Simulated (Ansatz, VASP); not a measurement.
Two plane-wave programs on NaH

The input INCAR:

```
PREC = Accurate
ENCUT = 500
EDIFF = 1E-6
ISMEAR = 0
SIGMA = 0.1
LREAL = F
LASPH = T
NELM = 120
ALGO = Normal
ISIF = 2
LWAVE = F
LCHARG = T
GGA = PE
LELF = T
LVHAR = T
NBANDS = 16
GGA_COMPAT = F
```

KPOINTS

```
Automatic mesh
0
Gamma
  6 6 6
```

The input POSCAR:

```
NaH
1.0
    4.5573288200      0.0000000000      0.0000000000
   -2.2786644100      3.9467625300      0.0000000000
    0.0000000000      0.0000000000      3.2032612200
Na H
2 2
Direct
    0.3333333300      0.6666666700      0.0000000000
    0.6666666700      0.3333333300      0.0000000000
    0.0000000000      0.0000000000      0.0000000000
    0.0000000000      0.0000000000      0.5000000000
```

Input for Ansatz:

```yaml
crystal:
  lattice:
    - [4.55732882, 0.0, 0.0]
    - [-2.27866441, 3.94676253, 0.0]
    - [0.0, 0.0, 3.20326122]
  atoms:
    - { symbol: Na, position: [0.33333333, 0.66666667, 0.0] }
    - { symbol: Na, position: [0.66666667, 0.33333333, 0.0] }
    - { symbol: H, position: [0.0, 0.0, 0.0] }
    - { symbol: H, position: [0.0, 0.0, 0.5] }
basis:
  ecutwfc: 420
kpoints:
  mp_grid: { grid: [6, 6, 6] }
hamiltonian:
  xc: pbe
scf:
  occupations: { method: gaussian, width: 0.1 }
  lower_state_search: "off"
output:
  forces: true
  stress: true
  eigenvalues: true
```

Alike in both runs: task single point; functional PBE; k mesh 6 × 6 × 6; occupations gaussian, width 0.1 eV; no spin polarisation.

|  | VASP | Ansatz |
| --- | --- | --- |
| version | VASP 6.6.1 | Ansatz 0.2.0 |
| potentials or method | VASP PAW PBE potentials, release 64 (Na_pv, H), cutoff 500 eV | scalar-relativistic, plane waves, PAW |
| valence electrons in the cell | 16 | 20 |

|  | VASP | Ansatz | Ansatz less VASP |
| --- | --- | --- | --- |
| gap on the k mesh at the Fermi level (eV) | none | none | - |
| pressure (GPa) | 1.9 | 2.0 | +0.07 |
| traceless stress, the component that is largest in VASP (GPa) | 0.19 | 0.20 | +0.010 |

A gap of «none» marks a metal or a gap that the smearing closes. With one functional, cell and mesh, what is left measures potentials, basis and numerics. VASP's potentials hold 16 valence electrons a cell and Ansatz's 20, so a difference there can come from the potentials and not from the codes.
